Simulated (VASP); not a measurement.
Input of a VASP 6.6.1 run:

The input POSCAR:

```
NaCdCl3
1.0
    5.1673050428      0.1033461009      0.0000000000
    0.1033461009      5.1673050428      0.0000000000
    0.0000000000      0.0000000000      5.1673050428
Na Cd Cl
1 1 3
Direct
    0.0000000000      0.0000000000      0.0000000000
    0.5000000000      0.5000000000      0.5000000000
    0.5000000000      0.5000000000      0.0000000000
    0.5000000000      0.0000000000      0.5000000000
    0.0000000000      0.5000000000      0.5000000000
```

File INCAR.step1:

```
ALGO = Normal ; EDIFF = 1E-4
ENCUT = 520 ; GGA = PE
ISMEAR = 0 ; LASPH = True
LCHARG = False ; LREAL = False
LWAVE = True ; NBANDS = 28
NELM = 60 ; PREC = Accurate
SIGMA = 0.01
```

Contents of INCAR.step2:

```
ALGO = Normal ; EDIFF = 1E-6
ENCUT = 520 ; ISIF = 2
ISMEAR = 0 ; ISTART = 1
LASPH = True ; LCHARG = False
LMIXTAU = True ; LREAL = False
LWAVE = False ; METAGGA = R2SCAN
NBANDS = 28 ; NELM = 60
PREC = Accurate ; SIGMA = 0.01
```

The input KPOINTS:

```
k-points
0
Gamma
  6 6 6
```

Potentials or basis: VASP PAW PBE potentials, release 64 (Na_pv, Cd, Cl).

Run with:

```sh
$ cat potpaw_PBE.64/Na_pv/POTCAR potpaw_PBE.64/Cd/POTCAR potpaw_PBE.64/Cl/POTCAR > POTCAR
$ cp INCAR.step1 INCAR
$ mpirun -np 1 vasp_std > vasp.out
$ cp INCAR.step2 INCAR
$ mpirun -np 1 vasp_std > vasp.out
```

(1) Predict the band gap on the k mesh.

(2) What does it give for the pressure?

Results:

(1) 2.55 eV (least direct gap 3.30 eV).

(2) 0.2 GPa.

Caveat: the cell differs from its parent crystal (shear xy strain +4.0%); the PAW data sets were made with another functional, which shifts forces and pressure a little.
